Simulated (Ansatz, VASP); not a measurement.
**Two plane-wave programs on HfGe**

File INCAR:

```
SYSTEM = HfGe
ALGO = Normal
EDIFF = 1E-6
ENCUT = 520
GGA = CA
ISIF = 2
ISMEAR = -1
LASPH = .TRUE.
LCHARG = .FALSE.
LREAL = .FALSE.
LWAVE = .FALSE.
NBANDS = 19
NELM = 80
PREC = Accurate
SIGMA = 0.05
```

KPOINTS

```
k-points
0
G
  8 8 8
  0 0 0
```

Contents of POSCAR:

```
HfGe
1.0
    3.5008378700      0.0000000000      0.0000000000
    0.0000000000      3.5008378700      0.0000000000
    0.0000000000      0.0000000000      3.5008378700
Hf Ge
1 1
Direct
    0.0000000000      0.0000000000      0.0000000000
    0.5000000000      0.5000000000      0.5000000000
```

input.yaml

```yaml
crystal:
  lattice:
    - [3.50083787, 0.0, 0.0]
    - [0.0, 3.50083787, 0.0]
    - [0.0, 0.0, 3.50083787]
  atoms:
    - { symbol: Hf, position: [0.0, 0.0, 0.0] }
    - { symbol: Ge, position: [0.5, 0.5, 0.5] }
hamiltonian:
  xc: lda
  pseudopotentials: { kind: paw }
kpoints:
  mp_grid: { grid: [8, 8, 8] }
  band_path:
    path:
      - [[0.0, 0.0, 0.0], [0.0, 0.5, 0.0], [0.5, 0.5, 0.0], [0.0, 0.0, 0.0], [0.5, 0.5, 0.5], [0.0, 0.5, 0.0]]
      - [[0.5, 0.5, 0.0], [0.5, 0.5, 0.5]]
    npoints: 14
scf:
  occupations: { method: fermi_dirac, width: 0.05 }
  n_extra_bands: 6
output:
  forces: true
  stress: true
  eigenvalues: true
  fatbands: true
  write_density: true
  write_potential: true
  elf: true
  volumetric_format: npy
```

Alike in both runs: functional LDA; k mesh 8 × 8 × 8; occupations fermi-dirac, width 0.05 eV; no spin polarisation.

|  | VASP | Ansatz |
| --- | --- | --- |
| version | VASP 6.6.1 | Ansatz 0.2.0 |
| potentials or method | VASP PAW LDA potentials, release 64 (Hf_pv, Ge_d) | Ansatz PAW |
| plane-wave cutoff (eV) | 520 | 420 |
| valence electrons in the cell | 24 | 40 |
| task | single point | band structure |

VASP gave:

- gap on the k mesh at the Fermi level (eV): none
- pressure (GPa): -17.7

Q: What did Ansatz give for the same quantities?

A: gap on the k mesh at the Fermi level (eV): none; pressure (GPa): -17.6.

LDA's correlation is that of Perdew and Zunger in VASP and of Perdew and Wang (1992) in Ansatz. A gap of «none» marks a metal or a gap that the smearing closes. VASP's potentials hold 24 valence electrons a cell and Ansatz's 40, so a difference there can come from the potentials and not from the codes.

Neither program's run includes spin-orbit coupling.
